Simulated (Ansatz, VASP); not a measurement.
BiTe: VASP beside Ansatz

Contents of POSCAR:

```
BiTe
1.0
    1.2649249498      3.9754784137      3.9754784137
    3.9754784137      1.2649249498      3.9754784137
    3.9754784137      3.9754784137      1.2649249498
Bi Te
1 1
Direct
    0.0000000000      0.0000000000      0.0000000000
    0.5000000000      0.5000000000      0.5000000000
```

The input INCAR.step1:

```
PREC = Accurate ; ENCUT = 520
ISMEAR = 0 ; SIGMA = 0.15
LREAL = F ; LASPH = T
NELM = 60 ; NBANDS = 18
GGA = PE ; ALGO = Normal
EDIFF = 1E-4 ; LWAVE = T
LCHARG = F
```

The input INCAR.step2:

```
PREC = Accurate ; ENCUT = 520
EDIFF = 1E-6 ; ISMEAR = 0
SIGMA = 0.15 ; LREAL = F
LASPH = T ; NELM = 60
ALGO = Normal ; ISIF = 2
LWAVE = F ; LCHARG = F
METAGGA = R2SCAN ; LMIXTAU = T
NBANDS = 18 ; ISTART = 1
```

KPOINTS

```
regular mesh
0
Gamma
  14 14 14
```

Input for Ansatz:

```yaml
crystal:
  lattice:
    - [1.2649249498, 3.9754784137, 3.9754784137]
    - [3.9754784137, 1.2649249498, 3.9754784137]
    - [3.9754784137, 3.9754784137, 1.2649249498]
  atoms:
    - { symbol: Bi, position: [0.0, 0.0, 0.0] }
    - { symbol: Te, position: [0.5, 0.5, 0.5] }
basis:
  ecutwfc: 500
kpoints:
  mp_grid: { grid: [14, 14, 14] }
hamiltonian:
  xc: r2scan
scf:
  occupations: { method: gaussian, width: 0.15 }
output:
  forces: true
  stress: true
  eigenvalues: true
```

Alike in both runs: task single point; functional r2SCAN; k mesh 14 × 14 × 14; occupations gaussian, width 0.15 eV; no spin polarisation.

|  | VASP | Ansatz |
| --- | --- | --- |
| version | VASP 6.6.1 | Ansatz 0.2.0 |
| potentials or method | VASP PAW PBE potentials, release 64 (Bi_d, Te), cutoff 520 eV | scalar-relativistic, plane waves, PAW |
| valence electrons in the cell | 21 | 31 |

Ansatz gave:

```
gap on the k mesh at the Fermi level (eV)                     : none
pressure (GPa)                                                : -4.3
traceless stress, the component that is largest in VASP (GPa) : -3.11
```

Which values does VASP return?

gap on the k mesh at the Fermi level (eV): none; pressure (GPa): -4.3; traceless stress, the component that is largest in VASP (GPa): -3.10.

VASP's potentials were made for PBE, not for r2SCAN. A gap of «none» marks a metal or a gap that the smearing closes. VASP's potentials hold 21 valence electrons a cell and Ansatz's 31, so a difference there can come from the potentials and not from the codes.

Spin-orbit coupling is off throughout.
